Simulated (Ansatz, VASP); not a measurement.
Two plane-wave programs on TiO2

The input INCAR:

```
PREC = Accurate
ENCUT = 520
EDIFF = 1E-7
ISMEAR = 0
SIGMA = 0.05
LREAL = False
LASPH = True
NELM = 80
ALGO = Normal
ISIF = 2
LWAVE = False
LCHARG = False
GGA = PE
NBANDS = 33
```

The input KPOINTS:

```
Automatic mesh
0
Gamma
  10 10 10
```

POSCAR

```
TiO2
1.0
   -1.8426229311      1.8426229311      4.7757216788
    1.8426229311     -1.8426229311      4.7757216788
    1.8426229311      1.8426229311     -4.7757216788
Ti O
2 4
Direct
    0.0000000000      0.0000000000      0.0000000000
    0.7500000000      0.2500000000      0.5000000000
    0.2065067269      0.2065067269      0.0000000000
    0.9565067269      0.4565067269      0.5000000000
    0.5434932731      0.0434932731      0.5000000000
    0.7934932731      0.7934932731      0.0000000000
```

Input for Ansatz:

```yaml
crystal:
  lattice:
    - [-1.8426229311, 1.8426229311, 4.7757216788]
    - [1.8426229311, -1.8426229311, 4.7757216788]
    - [1.8426229311, 1.8426229311, -4.7757216788]
  atoms:
    - { symbol: Ti, position: [0.0, 0.0, 0.0] }
    - { symbol: Ti, position: [0.75, 0.25, 0.5] }
    - { symbol: O, position: [0.2065067269, 0.2065067269, 0.0] }
    - { symbol: O, position: [0.9565067269, 0.4565067269, 0.5] }
    - { symbol: O, position: [0.5434932731, 0.0434932731, 0.5] }
    - { symbol: O, position: [0.7934932731, 0.7934932731, 0.0] }
basis:
  ecutwfc: 420
kpoints:
  mp_grid: { grid: [10, 10, 10] }
hamiltonian:
  xc: pbe
scf:
  occupations: { method: gaussian, width: 0.05 }
output:
  forces: true
  stress: true
  eigenvalues: true
```

Change from the starting cell: strain -0.030 along x and y, -0.015 along z, atoms carried along.

Alike in both runs: task single point; functional PBE; k mesh 10 × 10 × 10; occupations gaussian, width 0.05 eV; no spin polarisation.

|  | VASP | Ansatz |
| --- | --- | --- |
| version | VASP 6.6.1 | Ansatz 0.2.0 |
| potentials or method | VASP PAW PBE potentials, release 64 (Ti_sv, O), cutoff 520 eV | scalar-relativistic, plane waves, PAW |
| valence electrons in the cell | 48 | 48 |

|  | VASP | Ansatz | Ansatz less VASP |
| --- | --- | --- | --- |
| gap on the k mesh at the Fermi level (eV) | 2.31 | 2.33 | +0.025 |
| least direct gap on the mesh (eV) | 2.62 | 2.64 | +0.022 |
| pressure (GPa) | 19.2 | 18.4 | -0.80 |
| traceless stress, the component that is largest in VASP (GPa) | -2.55 | -2.53 | +0.018 |
| rms of the force components (eV/Å) | 0.100 | 0.092 | -0.0078 |

Atom by atom the forces differ by 0.008 eV/Å (rms over components).
